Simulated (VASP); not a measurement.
Here is a VASP 6.6.1 calculation.

The input INCAR:

```
SYSTEM = PPt
ALGO = Normal
EDIFF = 1E-7
ENCUT = 520
GGA = PS
ISIF = 2
ISMEAR = 0
LASPH = .TRUE.
LCHARG = .TRUE.
LELF = .TRUE.
LREAL = .FALSE.
LVHAR = .TRUE.
LWAVE = .FALSE.
NBANDS = 14
NELM = 60
PREC = Accurate
SIGMA = 0.05
```

Contents of KPOINTS:

```
k-points
0
G
  12 12 12
  0 0 0
```

File POSCAR:

```
PPt
1.0
    0.0000000000      2.5140112675      2.5140112675
    2.5140112675      0.0000000000      2.5140112675
    2.5140112675      2.5140112675      0.0000000000
Pt P
1 1
Direct
    0.5000000000      0.5000000000      0.5000000000
    0.0000000000      0.0000000000      0.0000000000
```

Potentials or basis: VASP PAW PBE potentials, release 64 (Pt, P).

The run is started by

```sh
$ cat potpaw_PBE.64/Pt/POTCAR potpaw_PBE.64/P/POTCAR > POTCAR
$ mpirun -np 1 vasp_std > vasp.out
```

(1) Predict the pressure.

Answers

(1) -7.1 GPa.

Caveat: the PAW data sets were made with another functional, which shifts forces and pressure a little.
